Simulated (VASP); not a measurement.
# Pb (Cmcm) in VASP: relaxation of cell and atoms with PBE

Aim: the relaxation of cell and atoms of Pb with PBE.

All numbers are computed with VASP 6.6.1; they aren't measurements. Logs are shortened: lines on timing, memory, paths and dates and some standing lists are left out, and cuts for length are marked.

## Step 1: The cell of the first run

The typed cell holds 2 atoms: a = 3.432 Å, b = 3.432 Å, c = 5.641 Å, α = 90.00°, β = 90.00°, γ = 120.00°.

This isn't the form of Pb at room conditions, which is fcc.

## Step 2: Relaxation of cell and atoms, PBE

INCAR reads:

```
SYSTEM = Pb
PREC = Accurate ; ENCUT = 600
EDIFF = 1E-7 ; ISMEAR = 0
SIGMA = 0.1 ; LREAL = .False.
LASPH = .True. ; NELM = 60
ALGO = Fast ; ISIF = 3
LWAVE = .False. ; LCHARG = .False.
GGA = PE ; IBRION = 2
NSW = 80 ; EDIFFG = -0.01
```

KPOINTS reads:

```
Automatic mesh
0
Gamma
  15 15 8
  0 0 0
```

POSCAR reads:

```
Pb
1.0
    1.7162563733     -2.9724814721      0.0000000000
    1.7162563733      2.9724814721      0.0000000000
    0.0000000000      0.0000000000      5.6411947968
Pb
2
Direct
    0.8334435351      0.1665564649      0.2500000000
    0.1665564649      0.8334435351      0.7500000000
```

Potentials or basis: VASP PAW PBE potentials, release 64 (Pb_d).

Launch:

```sh
> cat potpaw_PBE.64/Pb_d/POTCAR > POTCAR
> mpirun -np 1 vasp_std > vasp.out
```

OUTCAR:

```text
SYSTEM = Pb
   PREC = Accurate
   ENCUT = 600
   EDIFF = 1E-7
   ISMEAR = 0
   LREAL = .False.
   LASPH = .True.
   NELM = 60
   ISIF = 3
   GGA = PE
   IBRION = 2
   NSW = 80
   EDIFFG = -0.01

 ion  position               nearest neighbor table
   1  0.833  0.167  0.250-   2 3.45   2 3.45   2 3.45   2 3.45   2 3.45   2 3.45
   2  0.167  0.833  0.750-   1 3.45   1 3.45   1 3.45   1 3.45   1 3.45   1 3.45

  LATTYP: Found a base centered orthorhombic cell.
 ALAT       =     3.4325127466
 B/A-ratio  =     1.7319565528
 C/A-ratio  =     1.6434592420

  Lattice vectors:

 A1 = (   1.7162563733,  -2.9724814721,   0.0000000000)
 A2 = (   1.7162563733,   2.9724814721,   0.0000000000)
 A3 = (   0.0000000000,   0.0000000000,   5.6411947968)

Analysis of symmetry for initial positions (statically):
=====================================================================
 Subroutine PRICEL returns:
 Original cell was already a primitive cell.

 Routine SETGRP: Setting up the symmetry group for a
 base centered orthorhombic supercell.

 Subroutine GETGRP returns: Found  8 space group operations
 (whereof  4 operations were pure point group operations)
 out of a pool of  8 trial point group operations.

The static configuration has the point symmetry C_2h.
 The point group associated with its full space group is D_2h.

Analysis of symmetry for dynamics (positions and initial velocities):
=====================================================================
 Subroutine PRICEL returns:
 Original cell was already a primitive cell.

 Routine SETGRP: Setting up the symmetry group for a
 base centered orthorhombic supercell.

 Subroutine GETGRP returns: Found  8 space group operations
 (whereof  4 operations were pure point group operations)
 out of a pool of  8 trial point group operations.

The dynamic configuration has the point symmetry C_2h.
 The point group associated with its full space group is D_2h.

 Subroutine INISYM returns: Found  8 space group operations
 (whereof  4 operations are pure point group operations),
 and found     1 'primitive' translations

----------------------------------------------------------------------------------------

                                     Primitive cell

  volume of cell :      57.5576

  direct lattice vectors                    reciprocal lattice vectors
     1.716256373 -2.972481472  0.000000000     0.291331766 -0.168209627  0.000000000
     1.716256373  2.972481472  0.000000000     0.291331766  0.168209627  0.000000000
[... 69 lines left out ...]
   total plane-waves  NPLWV =  37632
   dimension x,y,z NGX =    28 NGY =   28 NGZ =   48
   dimension x,y,z NGXF=    56 NGYF=   56 NGZF=   96
   ions per type =               2
   NGX,Y,Z   is equivalent  to a cutoff of  13.56, 13.56, 14.15 a.u.
   NGXF,Y,Z  is equivalent  to a cutoff of  27.12, 27.12, 28.29 a.u.
 SYSTEM =  Pb
   PREC   = accura    normal or accurate (medium, high low for compatibility)
   ISTART =      0    job   : 0-new  1-cont  2-samecut
   ICHARG =      2    charge: 1-file 2-atom 10-const
   ISPIN  =      1    spin polarized calculation?
   LNONCOLLINEAR =      F non collinear calculations
   LSORBIT =      F    spin-orbit coupling
   LASPH  =      T    aspherical Exc in radial PAW
   ENCUT  =  600.0 eV  44.10 Ry    6.64 a.u.   6.86  6.86 11.27*2*pi/ulx,y,z
   NELM   =     60;   NELMIN=  2; NELMDL= -5     # of ELM steps
   EDIFF  = 0.1E-06   stopping-criterion for ELM
   LREAL  =      F    real-space projection
   EDIFFG = -.1E-01   stopping-criterion for IOM
   NSW    =     80    number of steps for IOM
   IBRION =      2    ionic relax: 0-MD 1-quasi-New 2-CG
   NFREE  =      1    steps in history (QN), initial steepest desc. (CG)
   ISIF   =      3    stress and relaxation
   ISYM   =      2    0-nonsym 1-usesym 2-fastsym
   POTIM  = 0.5000    time-step for ionic-motion
   TEBEG  =    0.0;   TEEND  =   0.0 temperature during run
   PSTRESS=    0.0 pullay stress
   NELECT =      28.0000    total number of electrons
   NUPDOWN=      -1.0000    fix difference up-down
   EMIN   =  10.00;   EMAX   =-10.00  energy-range for DOS
   EFERMI =   0.00;   METHOD = LEGACY
   ISMEAR =     0;   SIGMA  =   0.10  broadening in eV -4-tet -1-fermi 0-gaus
   EFERMI_NEDOS =   21; number of points for ismear=-14 and -15
   IALGO  =     68    algorithm
   IMIX   =      4    mixing-type and parameters
     AMIX     =   0.40;   BMIX     =  1.00
     AMIX_MAG =   1.60;   BMIX_MAG =  1.00
  volume/ion in A,a.u.               =      28.78       194.21
  Fermi-wavevector in a.u.,A,eV,Ry     =   1.287538  2.433094 22.555112  1.657754
  Thomas-Fermi vector in A             =   2.419546
   LORBIT       =      0    0 simple, 1 ext, 2 COOP (PROOUT), +10 PAW based schemes
   GGA     = PE    functional components
   LHFCALC =     F    Hartree Fock is set to
   AEXX    =    0.0000 exact exchange contribution
   IVDW    =     0    specifies the selected vdW correction
   LEPSILON=     F    determine dielectric tensor
   LRPA    =     F    only Hartree local field effects (RPA)
 conjugate gradient relaxation of ions
 non-spin polarized calculation
 RMM-DIIS sequential band-by-band and
 Gauss-broadening in eV      SIGMA  =   0.10
  energy-cutoff  :      600.00
  volume of cell :       57.56
 maximum number of plane-waves:      1941
   NGX = 13   NGY = 13   NGZ = 23

--------------------------------------- Ionic step        1  -------------------------------------------

 number of electron      28.0000000 magnetization

 Free energy of the ion-electron system (eV)
  ---------------------------------------------------
  ext. energy  EPLUGINS =         0.00000000
  ---------------------------------------------------
  free energy    TOTEN  =        -7.01930248 eV

  energy without entropy =       -7.01627024  energy(sigma->0) =       -7.01778636

 E-fermi :   7.8472     XC(G=0): -10.4400

 val. band max:        7.7875695371   @ k =  -0.3333   0.3333   0.2500
 cond. band min:       7.8729416139   @ k =   0.4000   0.2000   0.5000
 fundamental gap:      0.0853720768
 Fermi energy:         7.8472025298

 k-point     1 :       0.0000    0.0000    0.0000
  band No.  band energies     occupation
      1      -9.2811      2.00000
      2      -9.2414      2.00000
      3      -9.2161      2.00000
      4      -9.2161      2.00000
      5      -9.1918      2.00000
      6      -9.1916      2.00000
[... 638 lines left out ...]
--------------------------------------- Ionic step        5  -------------------------------------------

 number of electron      27.9999998 magnetization

 Free energy of the ion-electron system (eV)
  ---------------------------------------------------
  ext. energy  EPLUGINS =         0.00000000
  ---------------------------------------------------
  free energy    TOTEN  =        -7.10887056 eV

  energy without entropy =       -7.10511414  energy(sigma->0) =       -7.10699235

 E-fermi :   6.7223     XC(G=0):  -9.9616

 val. band max:        6.7127905332   @ k =  -0.3333   0.3333   0.2500
 cond. band min:       6.7283090620   @ k =   0.2667   0.1333   0.1250
 fundamental gap:      0.0155185288
 Fermi energy:         6.7223094018

 k-point     1 :       0.0000    0.0000    0.0000
  band No.  band energies     occupation
      1     -10.3056      2.00000
      2     -10.2905      2.00000
      3     -10.2683      2.00000
      4     -10.2683      2.00000
      5     -10.2513      2.00000
      6     -10.2512      2.00000
[... 524 lines left out ...]
  FREE ENERGIE OF THE ION-ELECTRON SYSTEM (eV)
  ---------------------------------------------------
  free  energy   TOTEN  =        -7.1088705567 eV

  energy  without entropy=       -7.1051141400  energy(sigma->0) =       -7.10699235

 reached required accuracy - stopping structural energy minimisation
```

CONTCAR:

```text
Pb
   1.00000000000000
     1.7726798940017956   -3.0703421733290406    0.0000000000000000
     1.7726798940017956    3.0703421733290406   -0.0000000000000000
     0.0000000000000000    0.0000000000000000    5.8414313731140135
  Pb
     2
Direct
     0.8334380674095341    0.1665619325904658    0.2500000000000000
     0.1665619325904658    0.8334380674095341    0.7500000000000000

  0.00000000E+00  0.00000000E+00  0.00000000E+00
  0.00000000E+00  0.00000000E+00  0.00000000E+00
```

Wall time 52 min (1 thread of Intel Xeon 8259CL, shared host); peak memory 0.47 GiB.

What came out:

```
Free energy                           : -7.1089 eV
Relaxed volume                        : 31.79 Å³/atom
Relaxed cell                          : a = 3.545 Å, b = 3.545 Å, c = 5.841 Å, α = 90.00°, β = 90.00°, γ = 120.00°
Space group after relaxing (to 0.1 Å) : P6_3/mmc (No. 194)
Energy gained by relaxing             : 44.8 meV/atom
Ionic steps                           : 5
Pressure after relaxing               : 0.0 GPa
Band gap on the k mesh                : zero (bands 14 and 15 overlap by 7.35 eV)
```

The path:
| step | energy change (eV) | largest force (eV/Å) | pressure (GPa) | volume (Å³) |
| --- | --- | --- | --- | --- |
| 1 | 0.0000 | 0.0005 | 5.21 | 57.56 |
| 2 | -0.0813 | 0.0002 | -1.23 | 65.71 |
| 3 | -0.0896 | 0.0003 | 0.04 | 63.59 |
| 4 | -0.0895 | 0.0003 | -0.07 | 63.71 |
| 5 | -0.0896 | 0.0001 | 0.02 | 63.59 |

Final structure:
```yaml
crystal:
  lattice:
    - [1.77268, -3.07034, 0.00000]
    - [1.77268, 3.07034, 0.00000]
    - [0.00000, 0.00000, 5.84143]
  atoms:
    - { symbol: Pb, position: [0.83344, 0.16656, 0.25000] }
    - { symbol: Pb, position: [0.16656, 0.83344, 0.75000] }
```

Levels at points of the mesh, in eV from the Fermi level:
| k point | band 10 | band 11 | band 12 | band 13 | band 14 | band 15 | band 16 | band 17 | band 18 |
| --- | --- | --- | --- | --- | --- | --- | --- | --- | --- |
| (0.00, 0.00, 0.00) | -16.78 | -11.41 | -8.12 | -3.95 | 5.44 | 5.44 | 7.05 | 7.08 | 7.08 |
| (0.00, 0.00, 0.50) | -16.84 | -10.29 | -10.29 | 0.62 | 0.62 | 6.22 | 6.22 | 6.22 | 6.22 |

Caveat: spin-orbit coupling is left out, which moves the levels of the heavy elements.
